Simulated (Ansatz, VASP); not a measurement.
One calculation of C, two programs

Contents of INCAR:

```
PREC = Accurate
ENCUT = 520
EDIFF = 1E-7
ISMEAR = 0
SIGMA = 0.15
LREAL = F
LASPH = T
NELM = 60
ALGO = Normal
ISIF = 2
LWAVE = F
LCHARG = F
GGA = PE
NBANDS = 16
```

File KPOINTS:

```
regular mesh
0
Gamma
  21 21 6
```

File POSCAR:

```
C
1.0
    1.3003302332     -2.1349710410      0.0000000000
    1.3003302332      2.1349710410      0.0000000000
    0.0000000000      0.0000000000      8.7026452626
C
4
Direct
    0.0833329406      0.9166670594      0.7503043452
    0.5833329406      0.4166670594      0.2496956548
    0.9166670594      0.0833329406      0.2496956548
    0.4166670594      0.5833329406      0.7503043452
```

Input for Ansatz:

```yaml
crystal:
  lattice:
    - [1.3003302332, -2.134971041, 0.0]
    - [1.3003302332, 2.134971041, 0.0]
    - [0.0, 0.0, 8.7026452626]
  atoms:
    - { symbol: C, position: [0.0833329406, 0.9166670594, 0.7503043452] }
    - { symbol: C, position: [0.5833329406, 0.4166670594, 0.2496956548] }
    - { symbol: C, position: [0.9166670594, 0.0833329406, 0.2496956548] }
    - { symbol: C, position: [0.4166670594, 0.5833329406, 0.7503043452] }
basis:
  ecutwfc: 520.0
kpoints:
  mp_grid: { grid: [21, 21, 6] }
hamiltonian:
  xc: pbe
  pseudopotentials: { kind: paw, azcp: { folder: soft_1 } }
scf:
  occupations: { method: gaussian, width: 0.15 }
output:
  forces: true
  stress: true
  eigenvalues: true
```

Change from the starting cell: volume 12.080 Å^3 an atom, stretch along a over the lengths across it, relative to the relaxed cell 1.0549.

Alike in both runs: task single point; functional PBE; k mesh 21 × 21 × 6; occupations gaussian, width 0.15 eV; no spin polarisation.

|  | VASP | Ansatz |
| --- | --- | --- |
| version | VASP 6.6.1 | Ansatz 0.2.0 |
| potentials or method | VASP PAW PBE potentials, release 64 (C), cutoff 520 eV | scalar-relativistic, plane waves, PAW |
| valence electrons in the cell | 16 | 16 |

```tsv
	VASP	Ansatz	Ansatz less VASP
gap on the k mesh at the Fermi level (eV)	0.50	0.50	-0.001
least direct gap on the mesh (eV)	0.50	0.50	-0.001
pressure (GPa)	-14.1	-14.4	-0.29
traceless stress, the component that is largest in VASP (GPa)	-23.14	-23.26	-0.119
rms of the force components (eV/Å)	0.197	0.190	-0.0072
```

Atom by atom the forces differ by 0.007 eV/Å (rms over components). With one functional, cell and mesh, what is left measures potentials, basis and numerics.
